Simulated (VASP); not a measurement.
Set up this calculation in VASP 6.6.1, as the native input.

```yaml
Task: single point
Functional: PBEsol
Potentials_or_basis: VASP PAW PBE potentials, release 64 (Ta_pv, N)
Cutoff: 520 eV
k_mesh: 11 × 11 × 10
Occupations: fermi-dirac, width 0.15 eV
Spin: no spin polarisation
Dipole_correction: no
Further_INCAR_settings: ALGO = Normal; EDIFF = 1e-06; NBANDS = 15
```

The structure of TaN lies in POSCAR:

```
TaN
1.0
    2.8366078120      0.0000000000      0.0000000000
   -1.4183039060      2.4565747769      0.0000000000
    0.0000000000      0.0000000000      2.7835058958
Ta N
1 1
Direct
    0.3333333333      0.6666666667      0.5000000000
    0.0000000000      0.0000000000      0.0000000000
```

One way to write it, as run:

INCAR

```
SYSTEM = TaN
PREC = Accurate ; ENCUT = 520
EDIFF = 1E-6 ; ISMEAR = -1
SIGMA = 0.15 ; LREAL = .FALSE.
LASPH = .TRUE. ; NELM = 60
ALGO = Normal ; ISIF = 2
LWAVE = .FALSE. ; LCHARG = .FALSE.
GGA = PS ; NBANDS = 15
```

KPOINTS

```
regular mesh
0
G
  11 11 10
  0 0 0
```

Potentials or basis: VASP PAW PBE potentials, release 64 (Ta_pv, N).

Run with:

```bash
$ cat potpaw_PBE.64/Ta_pv/POTCAR potpaw_PBE.64/N/POTCAR > POTCAR
$ mpirun -np 1 vasp_std > vasp.out
```

It gave:

```yaml
Pressure: 41.9 GPa
Band_gap_on_the_k_mesh: zero (band 8 reaches 9.66 eV, above the bottom of band 9 at 9.09 eV)
```

Caveat: the PAW data sets were made with another functional, which shifts forces and pressure a little; spin-orbit coupling is left out, which moves the levels of the heavy elements.

It took 9 s on 1 thread of Intel(R) Xeon(R) 6975P-C (Granite Rapids), with other jobs on the host, peak memory 0.15 GiB.
